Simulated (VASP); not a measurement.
Set up this calculation in VASP 6.6.1, as the native input.

| Item | Value |
| --- | --- |
| Task | relaxation of cell and atoms |
| Functional | BLYP |
| Dispersion | D4 |
| Potentials or basis | VASP PAW PBE potentials, release 64 (Ta_pv, Si) |
| Cutoff | 600 eV |
| k mesh | 5 × 5 × 3 |
| Occupations | fermi-dirac, width 0.05 eV |
| Spin | no spin polarisation |
| Dipole correction | no |
| Further INCAR settings | ALGO = Normal; EDIFF = 1e-06; IBRION = 2; EDIFFG = -0.01; NSW = 60; ISIF = 3 |

The structure of TaSi2 lies in POSCAR:

```
TaSi2
1.0
    4.7839000000      0.0000000000      0.0000000000
   -2.3919500000      4.1429789292      0.0000000000
    0.0000000000      0.0000000000      6.5700000000
Ta Si
3 6
Direct
    0.0000000000      0.5000000000      0.3333333333
    0.5000000000      0.5000000000      0.6666666667
    0.5000000000      0.0000000000      0.0000000000
    0.3179400000      0.1589700000      0.3333333333
    0.1589700000      0.8410300000      0.6666666667
    0.8410300000      0.6820600000      0.0000000000
    0.6820600000      0.8410300000      0.3333333333
    0.8410300000      0.1589700000      0.6666666667
    0.1589700000      0.3179400000      0.0000000000
```

The input as run:

INCAR

```
SYSTEM = TaSi2
PREC     = Accurate       ! precision mode
ENCUT    = 600            ! plane-wave cutoff, eV
EDIFF    = 1E-6           ! SCF threshold, eV
ISMEAR   = -1             ! smearing method
SIGMA    = 0.05           ! smearing width, eV
LREAL    = .False.        ! projectors in reciprocal space
LASPH    = .True.         ! aspherical terms in the spheres
NELM     = 60             ! most SCF steps
ALGO     = Normal         ! electronic algorithm
ISIF     = 3              ! what is computed and relaxed
LWAVE    = .False.        ! write WAVECAR
LCHARG   = .False.        ! write CHGCAR
GGA      = B5             ! functional
ALDAX    = 1.0          
AGGAX    = 1.0          
AGGAC    = 1.0          
ALDAC    = 0.0          
IVDW     = 13             ! dispersion correction
IBRION   = 2              ! ionic algorithm
NSW      = 60             ! ionic steps
EDIFFG   = -0.01          ! ionic threshold
VDW_S6   = 1.0          
VDW_S8   = 2.34076671   
VDW_A1   = 0.44488865   
VDW_A2   = 4.0933009
```

KPOINTS

```
regular mesh
0
Gamma
  5 5 3
  0 0 0
```

Potentials or basis: VASP PAW PBE potentials, release 64 (Ta_pv, Si).

The run is started by

```console
$ cat potpaw_PBE.64/Ta_pv/POTCAR potpaw_PBE.64/Si/POTCAR > POTCAR
$ mpirun -np 1 vasp_std > vasp.out
```

Results of the run:

The relaxed volume is 14.70 Å³/atom and the relaxed cell is a = 4.826 Å, b = 4.826 Å, c = 6.558 Å, α = 90.00°, β = 90.00°, γ = 120.00°. The space group after relaxing (to 0.1 Å) is P6_422 (No. 181), the energy gained by relaxing is 2.7 meV/atom and the ionic steps are 8. The pressure after relaxing is 0.0 GPa and the band gap on the k mesh is zero (an odd number of electrons rules out a gap without spin polarisation). The dispersion energy per atom is -0.787 eV.

Caveat: the PAW data sets were made with another functional, which shifts forces and pressure a little; spin-orbit coupling is left out, which moves the levels of the heavy elements.

Run time: 11 min on 1 thread of Intel Xeon 8259CL, on a shared host, peak memory 0.31 GiB.
